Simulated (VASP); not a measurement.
## TaN: single point with LDA

The system is TaN.

```
CELL_PARAMETERS angstrom
0.00000 2.20319 2.17427
2.20319 0.00000 2.17427
2.20319 2.20319 0.00000
ATOMIC_POSITIONS crystal
Ta 0.49564 0.50436 0.50436
N 0.05634 0.94366 0.94366
```

This cell differs from its parent crystal: atoms displaced along a vibrational mode, the cell strained.

```yaml
Program: VASP 6.6.1
Task: single point
Functional: LDA
Potentials_or_basis: VASP PAW LDA potentials, release 64 (Ta_pv, N)
Cutoff: 520 eV
k_mesh: 18 × 18 × 18
Occupations: gaussian, width 0.15 eV
Spin: no spin polarisation
Dipole_correction: no
Further_INCAR_settings: ALGO = Normal; EDIFF = 1e-06; NBANDS = 15
```

The pressure is 5.0 GPa, the largest force is 2.940 eV/Å and the band gap on the k mesh is zero (bands 8 and 9 overlap by 3.01 eV).

Forces on the atoms (eV/Å):
```
Ta  -2.940  0.000  0.000
N    2.940  0.000  0.000
```

Stress tensor (GPa, compression positive):
```
26.28  0.00  0.00
 0.00 -9.31  0.00
 0.00  0.00 -1.95
```

Levels at points of the mesh, in eV from the Fermi level:
| k point | band 6 | band 7 | band 8 | band 9 | band 10 | band 11 |
| --- | --- | --- | --- | --- | --- | --- |
| (0.00, 0.00, 0.00) | -4.89 | -4.87 | -1.98 | -0.55 | -0.53 | 0.23 |
| (0.50, 0.00, 0.00) | -7.46 | -7.34 | 1.63 | 1.99 | 2.17 | 3.86 |
| (0.50, 0.50, 0.00) | -6.40 | -4.80 | -2.65 | 2.76 | 3.70 | 3.77 |
| (0.50, 0.00, 0.50) | -6.54 | -4.79 | -2.53 | 2.76 | 3.61 | 3.85 |
| (0.00, 0.50, 0.50) | -5.35 | -4.53 | -4.48 | 2.34 | 3.42 | 3.59 |

Run time: 2.5 min on 1 thread of AMD EPYC 9R14 (Zen 4), on a shared host, peak memory 0.34 GiB.

Caveat: the cell differs from its parent crystal (atoms displaced along a vibrational mode, the cell strained); the cell stands under pressure; spin-orbit coupling is left out, which moves the levels of the heavy elements; forces of over 1 eV/Å act on the atoms, so gaps and moduli don't describe the material at rest.
